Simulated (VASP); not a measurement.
Set up this calculation in VASP 6.6.1, as the native input.

- Task: single point
- Functional: PBE
- Potentials or basis: VASP PAW PBE potentials, release 64 (Hg, F)
- Cutoff: 520 eV
- k mesh: 10 × 10 × 10
- Occupations: gaussian, width 0.1 eV
- Spin: no spin polarisation
- Dipole correction: no
- Further INCAR settings: ALGO = Normal; EDIFF = 1e-06; NBANDS = 36

The structure of HgF6 lies in POSCAR:

```
HgF6
1.0
    0.0000000000      3.5432207584      3.5432207584
    3.5432207584      0.0000000000      3.5432207584
    3.5432207584      3.5432207584      0.0000000000
Hg F
1 6
Direct
    0.0000000000      0.0000000000      0.0000000000
    0.5000000000      0.5000000000      0.0000000000
    0.5000000000      0.0000000000      0.5000000000
    0.0000000000      0.0000000000      0.5000000000
    0.0000000000      0.5000000000      0.0000000000
    0.0000000000      0.5000000000      0.5000000000
    0.5000000000      0.0000000000      0.0000000000
```

These files were run (other wordings do the same):

INCAR

```
ALGO = Normal
EDIFF = 1E-6
ENCUT = 520
GGA = PE
ISIF = 2
ISMEAR = 0
LASPH = T
LCHARG = F
LREAL = F
LWAVE = F
NBANDS = 36
NELM = 100
PREC = Accurate
SIGMA = 0.1
```

KPOINTS

```
k-points
0
Gamma
  10 10 10
```

Potentials or basis: VASP PAW PBE potentials, release 64 (Hg, F).

Launch:

```sh
$ cat potpaw_PBE.64/Hg/POTCAR potpaw_PBE.64/F/POTCAR > POTCAR
$ mpirun -np 1 vasp_std > vasp.out
```

It gave:

```json
{
 "Pressure": "0.0 GPa",
 "Band gap on the k mesh": "zero (band 27 reaches -2.98 eV, above the bottom of band 28 at -3.09 eV)"
}
```

Caveat: spin-orbit coupling is left out, which moves the levels of the heavy elements.

Run time: 100 s on 1 thread of Intel(R) Xeon(R) 6975P-C (Granite Rapids) (shared host), peak memory 0.3 GiB.
